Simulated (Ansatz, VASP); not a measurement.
# Two plane-wave programs on MoS2

```
Mo S
1.0
     3.12233    0.00000    0.00000
    -1.56116    2.70401    0.00000
     0.00000    0.00000   12.08257
Mo S
2 4
Direct
  0.66667 0.33333 0.25000
  0.33333 0.66667 0.75000
  0.66667 0.33333 0.62137
  0.33333 0.66667 0.37863
  0.66667 0.33333 0.87863
  0.33333 0.66667 0.12137
```

Alike in both runs: functional LDA; k mesh 12 × 12 × 2; occupations gaussian, width 0.02 eV; no spin polarisation.

Ansatz relaxed the structure, and its values are those at the end. VASP's run is a single point on that final structure, the one shown.

```csv
,VASP,Ansatz
version,VASP 6.6.1,Ansatz 0.2.0
potentials or method,"VASP PAW LDA potentials, release 64 (Mo_sv, S), cutoff 520 eV","scalar-relativistic, plane waves, PAW"
valence electrons in the cell,52,52
```

```tsv
	VASP	Ansatz	Ansatz less VASP
gap on the k mesh at the Fermi level (eV)	0.74	0.73	-0.010
least direct gap on the mesh (eV)	1.77	1.76	-0.007
pressure (GPa)	0.1	0.0	-0.09
rms of the force components (eV/Å)	0.007	0.000	-0.0071
```

Ansatz warns that its potentials were made for another functional, while VASP's fit it. LDA's correlation is that of Perdew and Zunger in VASP and of Perdew and Wang (1992) in Ansatz.
